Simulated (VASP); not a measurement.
# HfBiH2 (P6_3/mmc) in VASP: density of states with PBE

Aim: the density of states of HfBiH2 with PBE.

All numbers are computed with VASP 6.6.1; they aren't measurements. Logs are shortened: lines on timing, memory, paths and dates and some standing lists are left out, and cuts for length are marked.

## 1. The cell of the first run

Symmetry: P6_3/mmc, No. 194, hexagonal system. Conventional cell: a = 3.467 Å, b = 3.467 Å, c = 10.777 Å, α = 90.00°, β = 90.00°, γ = 120.00°. Within 2.7 Å of Hf (site symmetry -3m) lie 6 H at 2.04 Å. Bi (site symmetry -6m2) has 8 H at 3.06 to 3.08 Å and 6 Hf at 3.36 Å and 6 Bi at 3.47 Å within 4.0 Å. Within 2.7 Å of H (site symmetry 3m) lie 3 Hf at 2.04 Å and 3 H at 2.14 Å.

## 2. Density of states, PBE

POSCAR

```
HfBiH2
1.0
    3.4666269857      0.0000000000      0.0000000000
   -1.7333134929      3.0021870351      0.0000000000
    0.0000000000      0.0000000000     10.7771588146
Hf Bi H
2 2 4
Direct
    0.0000000000      0.0000000000      0.5000000000
    0.0000000000      0.0000000000      0.0000000000
    0.6666666667      0.3333333333      0.2500000000
    0.3333333333      0.6666666667      0.7500000000
    0.3333333333      0.6666666667      0.4644522442
    0.6666666667      0.3333333333      0.9644522442
    0.6666666667      0.3333333333      0.5355477558
    0.3333333333      0.6666666667      0.0355477558
```

INCAR.step1

```
SYSTEM = HfBiH2
ALGO = Normal
EDIFF = 1E-6
ENCUT = 520
GGA = PE
ISIF = 2
ISMEAR = 0
LASPH = .True.
LCHARG = .True.
LMAXMIX = 4
LREAL = .False.
LWAVE = .False.
NBANDS = 37
NELM = 60
PREC = Accurate
SIGMA = 0.1
```

KPOINTS.step1

```
k-points
0
Gamma
  12 12 4
  0 0 0
```

INCAR.step2

```
SYSTEM = HfBiH2
ALGO = Normal
EDIFF = 1E-6
ENCUT = 520
GGA = PE
ICHARG = 11
ISIF = 2
ISMEAR = -5
LASPH = .True.
LCHARG = .False.
LMAXMIX = 4
LORBIT = 11
LREAL = .False.
LWAVE = .False.
NBANDS = 37
NEDOS = 2001
NELM = 60
PREC = Accurate
SIGMA = 0.1
```

KPOINTS.step2

```
k-points
0
Gamma
  18 18 6
  0 0 0
```

Potentials or basis: VASP PAW PBE potentials, release 64 (Hf_pv, Bi_d, H).

The run is started by

```bash
$ cat potpaw_PBE.64/Hf_pv/POTCAR potpaw_PBE.64/Bi_d/POTCAR potpaw_PBE.64/H/POTCAR > POTCAR
$ cp INCAR.step1 INCAR
$ cp KPOINTS.step1 KPOINTS
$ mpirun -np 1 vasp_std > vasp.out
$ cp INCAR.step2 INCAR
$ cp KPOINTS.step2 KPOINTS
$ mpirun -np 1 vasp_std > vasp.out
```

OUTCAR:

```text
SYSTEM = HfBiH2
   EDIFF = 1E-6
   ENCUT = 520
   GGA = PE
   ICHARG = 11
   ISIF = 2
   ISMEAR = -5
   LASPH = .True.
   LORBIT = 11
   LREAL = .False.
   NELM = 60
   PREC = Accurate

 ion  position               nearest neighbor table
   1  0.000  0.000  0.500-   5 2.04   7 2.04   7 2.04   5 2.04   7 2.04   5 2.04   3 3.36   4 3.36
                             4 3.36   3 3.36   3 3.36   4 3.36
   2  0.000  0.000  0.000-   6 2.04   8 2.04   6 2.04   8 2.04   6 2.04   8 2.04   3 3.36   4 3.36
                             4 3.36   3 3.36   3 3.36   4 3.36
   3  0.667  0.333  0.250-   1 3.36   2 3.36   1 3.36   2 3.36   1 3.36   2 3.36
   4  0.333  0.667  0.750-   1 3.36   2 3.36   1 3.36   2 3.36   1 3.36   2 3.36
   5  0.333  0.667  0.464-   1 2.04   1 2.04   1 2.04
   6  0.667  0.333  0.964-   2 2.04   2 2.04   2 2.04
   7  0.667  0.333  0.536-   1 2.04   1 2.04   1 2.04
   8  0.333  0.667  0.036-   2 2.04   2 2.04   2 2.04

  LATTYP: Found a hexagonal cell.
 ALAT       =     3.4666269857
 C/A-ratio  =     3.1088313969

  Lattice vectors:

 A1 = (   3.4666269857,   0.0000000000,   0.0000000000)
 A2 = (  -1.7333134929,   3.0021870351,   0.0000000000)
 A3 = (   0.0000000000,   0.0000000000,  10.7771588146)

Analysis of symmetry for initial positions (statically):
=====================================================================
 Subroutine PRICEL returns:
 Original cell was already a primitive cell.

 Routine SETGRP: Setting up the symmetry group for a
 hexagonal supercell.

 Subroutine GETGRP returns: Found 24 space group operations
 (whereof 12 operations were pure point group operations)
 out of a pool of 24 trial point group operations.

The static configuration has the point symmetry D_3d.
 The point group associated with its full space group is D_6h.

Analysis of symmetry for dynamics (positions and initial velocities):
=====================================================================
 Subroutine PRICEL returns:
 Original cell was already a primitive cell.

 Routine SETGRP: Setting up the symmetry group for a
 hexagonal supercell.

 Subroutine GETGRP returns: Found 24 space group operations
 (whereof 12 operations were pure point group operations)
 out of a pool of 24 trial point group operations.

The dynamic configuration has the point symmetry D_3d.
 The point group associated with its full space group is D_6h.

 Subroutine INISYM returns: Found 24 space group operations
 (whereof 12 operations are pure point group operations),
 and found     1 'primitive' translations

----------------------------------------------------------------------------------------

                                     Primitive cell

  volume of cell :     112.1629

  direct lattice vectors                    reciprocal lattice vectors
     3.466626986  0.000000000  0.000000000     0.288464840  0.166545253  0.000000000
    -1.733313493  3.002187035  0.000000000     0.000000000  0.333090506  0.000000000
     0.000000000  0.000000000 10.777158815     0.000000000  0.000000000  0.092788834

  length of vectors
     3.466626986  3.466626986 10.777158815     0.333090506  0.333090506  0.092788834

  position of ions in fractional coordinates (direct lattice)
     0.000000000  0.000000000  0.500000000
     0.000000000  0.000000000  0.000000000
     0.666666667  0.333333333  0.250000000
     0.333333333  0.666666667  0.750000000
     0.333333333  0.666666667  0.464452244
     0.666666667  0.333333333  0.964452244
     0.666666667  0.333333333  0.535547756
     0.333333333  0.666666667  0.035547756

  ion indices of the primitive-cell ions
   primitive index   ion index
                 1           1
                 2           2
                 3           3
                 4           4
                 5           5
                 6           6
                 7           7
                 8           8

----------------------------------------------------------------------------------------

 KPOINTS: k-points

Automatic generation of k-mesh.
 Grid dimensions read from file:
 generate k-points for:   18   18    6

 Generating k-lattice:

  Cartesian coordinates                     Fractional coordinates (reciprocal lattice)
     0.016025824  0.009252514  0.000000000     0.055555556 -0.000000000  0.000000000
     0.000000000  0.018505028  0.000000000     0.000000000  0.055555556  0.000000000
     0.000000000  0.000000000  0.015464806     0.000000000  0.000000000  0.166666667

  Length of vectors
     0.018505028  0.018505028  0.015464806

  Shift w.r.t. Gamma in fractional coordinates (k-lattice)
     0.000000000  0.000000000  0.000000000

 TETIRR: Found   1977 inequivalent tetrahedra from    11664

 Subroutine IBZKPT returns following result:
 ===========================================

 Found    148 irreducible k-points:

 Following reciprocal coordinates:
            Coordinates               Weight
  0.000000  0.000000  0.000000      1.000000
  0.055556 -0.000000  0.000000      6.000000
  0.111111 -0.000000  0.000000      6.000000
  0.166667 -0.000000  0.000000      6.000000
  0.222222 -0.000000  0.000000      6.000000
  0.277778 -0.000000  0.000000      6.000000
[... 16 lines left out ...]
  0.333333  0.111111  0.000000     12.000000
  0.388889  0.111111  0.000000     12.000000
 [... further k-points ...]
   k-points           NKPTS =    148   k-points in BZ     NKDIM =    148   number of bands    NBANDS=     37
   number of dos      NEDOS =   2001   number of ions     NIONS =      8
   total plane-waves  NPLWV =  62720
   dimension x,y,z NGX =    28 NGY =   28 NGZ =   80
   dimension x,y,z NGXF=    56 NGYF=   56 NGZF=  160
   ions per type =               2   2   4
   NGX,Y,Z   is equivalent  to a cutoff of  13.43, 13.43, 12.34 a.u.
   NGXF,Y,Z  is equivalent  to a cutoff of  26.86, 26.86, 24.68 a.u.
 SYSTEM =  HfBiH2
   PREC   = accura    normal or accurate (medium, high low for compatibility)
   ISTART =      0    job   : 0-new  1-cont  2-samecut
   ICHARG =     11    charge: 1-file 2-atom 10-const
   ISPIN  =      1    spin polarized calculation?
   LNONCOLLINEAR =      F non collinear calculations
   LSORBIT =      F    spin-orbit coupling
   LASPH  =      T    aspherical Exc in radial PAW
   ENCUT  =  520.0 eV  38.22 Ry    6.18 a.u.   6.45  6.45 20.04*2*pi/ulx,y,z
   NELM   =     60;   NELMIN=  2; NELMDL=  0     # of ELM steps
   EDIFF  = 0.1E-05   stopping-criterion for ELM
   LREAL  =      F    real-space projection
   EDIFFG = 0.1E-04   stopping-criterion for IOM
   NSW    =      0    number of steps for IOM
   IBRION =     -1    ionic relax: 0-MD 1-quasi-New 2-CG
   NFREE  =      0    steps in history (QN), initial steepest desc. (CG)
   ISIF   =      2    stress and relaxation
   ISYM   =      2    0-nonsym 1-usesym 2-fastsym
   POTIM  = 0.5000    time-step for ionic-motion
   TEBEG  =    0.0;   TEEND  =   0.0 temperature during run
   PSTRESS=    0.0 pullay stress
   NELECT =      54.0000    total number of electrons
   NUPDOWN=      -1.0000    fix difference up-down
   EMIN   =  10.00;   EMAX   =-10.00  energy-range for DOS
   EFERMI =   0.00;   METHOD = LEGACY
   ISMEAR =    -5;   SIGMA  =   0.10  broadening in eV -4-tet -1-fermi 0-gaus
   EFERMI_NEDOS =   21; number of points for ismear=-14 and -15
   IALGO  =     38    algorithm
   IMIX   =      4    mixing-type and parameters
     AMIX     =   0.40;   BMIX     =  1.00
     AMIX_MAG =   1.60;   BMIX_MAG =  1.00
  volume/ion in A,a.u.               =      14.02        94.61
  Fermi-wavevector in a.u.,A,eV,Ry     =   1.283088  2.424684 22.399465  1.646314
  Thomas-Fermi vector in A             =   2.415361
   LORBIT       =     11    0 simple, 1 ext, 2 COOP (PROOUT), +10 PAW based schemes
   GGA     = PE    functional components
   LHFCALC =     F    Hartree Fock is set to
   AEXX    =    0.0000 exact exchange contribution
   IVDW    =     0    specifies the selected vdW correction
   LEPSILON=     F    determine dielectric tensor
   LRPA    =     F    only Hartree local field effects (RPA)
 non-spin polarized calculation
 Fermi weights with tetrahedron method with Bloechl corrections
  energy-cutoff  :      520.00
  volume of cell :      112.16
 maximum number of plane-waves:      3056
 NGX is ok and might be reduce to    28

 number of electron      54.0000004 magnetization

 Free energy of the ion-electron system (eV)
  ---------------------------------------------------
  ext. energy  EPLUGINS =         0.00000000
  ---------------------------------------------------
  free energy    TOTEN  =       -42.54141796 eV

  energy without entropy =      -42.54141796  energy(sigma->0) =      -42.54141796

 E-fermi :   7.2475     XC(G=0): -10.9702

 val. band max:        7.3089053866   @ k =   0.1667   0.0556   0.3333
 cond. band min:       6.9426847226   @ k =   0.0000   0.0000   0.1667
 fundamental gap:     -0.3662206641
 Fermi energy:         7.2474620511

 k-point     1 :       0.0000    0.0000    0.0000
  band No.  band energies     occupation
      1     -24.6455      2.00000
      2     -24.6425      2.00000
      3     -24.4357      2.00000
      4     -24.4357      2.00000
      5     -24.4356      2.00000
      6     -24.4356      2.00000
[... 29 lines left out ...]
     36      11.8797      0.00000
     37      12.5954      0.00000

 k-point     2 :       0.0556   -0.0000    0.0000
  band No.  band energies     occupation
      1     -24.6442      2.00000
      2     -24.6414      2.00000
      3     -24.4453      2.00000
      4     -24.4453      2.00000
      5     -24.4377      2.00000
      6     -24.4376      2.00000
[... 29 lines left out ...]
     36      11.7604      0.00000
     37      12.3648      0.00000
[... 838 lines left out ...]
     36      11.1306      0.00000
     37      11.8431      0.00000

 k-point    24 :       0.3889    0.1111    0.0000
  band No.  band energies     occupation
      1     -24.7254      2.00000
      2     -24.7249      2.00000
      3     -24.6051      2.00000
      4     -24.6049      2.00000
      5     -24.5228      2.00000
      6     -24.5226      2.00000
[... 29 lines left out ...]
     36      11.1543      0.00000
     37      11.7316      0.00000

 [... further k-points ...]
[... 5 lines left out ...]
  --------------------------------------------------------------------------------------
  -------------------------------------------------------------------------------------
  Total       -0.2062287     -0.2062287      0.0599084      0.0000000      0.0000000      0.0000000
  in kB       -2.9458499     -2.9458499      0.8557539      0.0000000      0.0000000      0.0000000
  external PRESSURE =      -1.6786487 kB  Pullay stress =       0.0000000 kB

 VOLUME and BASIS-vectors are now :
 -----------------------------------------------------------------------------
  energy-cutoff  :      520.00
  volume of cell :      112.16
      direct lattice vectors                 reciprocal lattice vectors
     3.466626986  0.000000000  0.000000000     0.288464840  0.166545253  0.000000000
    -1.733313493  3.002187035  0.000000000     0.000000000  0.333090506  0.000000000
     0.000000000  0.000000000 10.777158815     0.000000000  0.000000000  0.092788834

 POSITION                                       TOTAL-FORCE (eV/Angst)
 -----------------------------------------------------------------------------------
      0.00000      0.00000      5.38858         0.000000      0.000000     -0.000000
      0.00000      0.00000      0.00000         0.000000      0.000000     -0.000000
      1.73331      1.00073      2.69429        -0.000000      0.000000     -0.000000
     -0.00000      2.00146      8.08287         0.000000      0.000000     -0.000000
     -0.00000      2.00146      5.00548         0.000000     -0.000000      0.015777
      1.73331      1.00073     10.39406        -0.000000      0.000000      0.015777
      1.73331      1.00073      5.77168        -0.000000      0.000000     -0.015777
     -0.00000      2.00146      0.38310         0.000000     -0.000000     -0.015777
 -----------------------------------------------------------------------------------
    total drift:                               -0.000000      0.000000     -0.000000

  FREE ENERGIE OF THE ION-ELECTRON SYSTEM (eV)
  ---------------------------------------------------
  free  energy   TOTEN  =       -42.5414179639 eV

  energy  without entropy=      -42.5414179639  energy(sigma->0) =      -42.54141796

 total charge

# of ion       s       p       d       tot
------------------------------------------
    1        0.266   6.359   1.576   8.201
    2        0.266   6.359   1.576   8.201
    3        1.518   1.413   9.922  12.852
    4        1.518   1.413   9.922  12.852
    5        0.568   0.013   0.000   0.582
    6        0.568   0.013   0.000   0.582
    7        0.568   0.013   0.000   0.582
    8        0.568   0.013   0.000   0.582
--------------------------------------------------
tot          5.841  15.597  22.996  44.434
```

It took 9.6 min on 1 thread of Intel Xeon Platinum 8259CL at 2.50GHz (Skylake/Cascade Lake), shared host; peak memory 0.61 GiB.

Results:

```
Valence electrons inside the program's atomic spheres : Hf 8.20; Bi 12.85; H 0.58
```

Caveat: spin-orbit coupling is left out, which moves the levels of the heavy elements; tetrahedron occupations give inexact forces and stress in metals.
